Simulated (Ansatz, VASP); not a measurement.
# SnO2 in VASP and in Ansatz

```
Sn O
1.0
     4.49077    0.00000    0.00000
     0.00000    4.49132    0.00000
     0.00000    0.00000    3.03399
Sn O
2 4
Direct
  0.50000 0.50000 0.50000
  0.00000 0.00000 0.00000
  0.30598 0.28024 0.00000
  0.80598 0.21976 0.50000
  0.19402 0.78024 0.50000
  0.69402 0.71976 0.00000
```

Alike in both runs: task single point; functional LDA; k mesh 6 × 6 × 8; occupations gaussian, width 0.05 eV; no spin polarisation.

|  | VASP | Ansatz |
| --- | --- | --- |
| version | VASP 6.6.1 | Ansatz 0.2.0 |
| potentials or method | VASP PAW LDA potentials, release 64 (Sn_d, O), cutoff 520 eV | scalar-relativistic, plane waves, PAW |
| valence electrons in the cell | 52 | 52 |

VASP gave:

| Property | Result |
| --- | --- |
| gap on the k mesh at the Fermi level (eV) | 2.93 |
| least direct gap on the mesh (eV) | 2.93 |
| rms of the force components (eV/Å) | 1.186 |

**Question.** What did Ansatz give for the same quantities?

**Answer.** gap on the k mesh at the Fermi level (eV): 2.89; least direct gap on the mesh (eV): 2.89; rms of the force components (eV/Å): 1.188.

LDA's correlation is that of Perdew and Zunger in VASP and of Perdew and Wang (1992) in Ansatz. Atom by atom the forces differ by 0.004 eV/Å (rms over components).
